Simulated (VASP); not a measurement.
A run of VASP 6.6.1:

File INCAR:

```
PREC     = Accurate       # precision mode
ENCUT    = 520            # plane-wave cutoff, eV
EDIFF    = 1E-6           # SCF threshold, eV
ISMEAR   = 0              # smearing method
SIGMA    = 0.1            # smearing width, eV
LREAL    = False          # projectors in reciprocal space
LASPH    = True           # aspherical terms in the spheres
NELM     = 150            # most SCF steps
ALGO     = Fast           # electronic algorithm
ISIF     = 2              # what is computed and relaxed
LWAVE    = False          # write WAVECAR
LCHARG   = False          # write CHGCAR
ISPIN    = 2              # spin polarisation
MAGMOM   = 0 0 0 -2 -2 2 -2 -2 2 # initial moments
LORBIT   = 11             # projections on sites
LMAXMIX  = 4              # l up to which the mixer works
GGA      = PE             # functional
NBANDS   = 50             # bands
```

KPOINTS

```
regular mesh
0
Gamma
  6 6 2
```

The input POSCAR:

```
LiSi2Ni6
1.0
    3.9795341066      0.0000000034      0.0000000000
   -1.9897670562      3.4463776298      0.0000000000
    0.0000000000      0.0000000000      7.3950652924
Li Si Ni
1 2 6
Direct
    0.0000000000      0.0000000000      0.0000001876
    0.0000000000      0.0000000000      0.3267027046
    0.0000000000      0.0000000000      0.6732973053
    0.3333333333      0.6666666667      0.1714100241
    0.3333333333      0.6666666667      0.4999999596
    0.3333333333      0.6666666667      0.8285899176
    0.6666666667      0.3333333333      0.1714100241
    0.6666666667      0.3333333333      0.4999999596
    0.6666666667      0.3333333333      0.8285899176
```

Potentials or basis: VASP PAW PBE potentials, release 64 (Li_sv, Si, Ni).

Run with:

```bash
$ cat potpaw_PBE.64/Li_sv/POTCAR potpaw_PBE.64/Si/POTCAR potpaw_PBE.64/Ni/POTCAR > POTCAR
$ mpirun -np 1 vasp_std > vasp.out
```

Hardware: 1 thread of Intel(R) Xeon(R) Platinum 8488C (Sapphire Rapids), with other jobs on the host.

Problem. How long does it take, and how much memory?

Solution. It took 3.6 min on 1 thread of Intel(R) Xeon(R) Platinum 8488C (Sapphire Rapids), on a shared host, peak memory 0.31 GiB. Counts: scf iterations 27, k points 14.
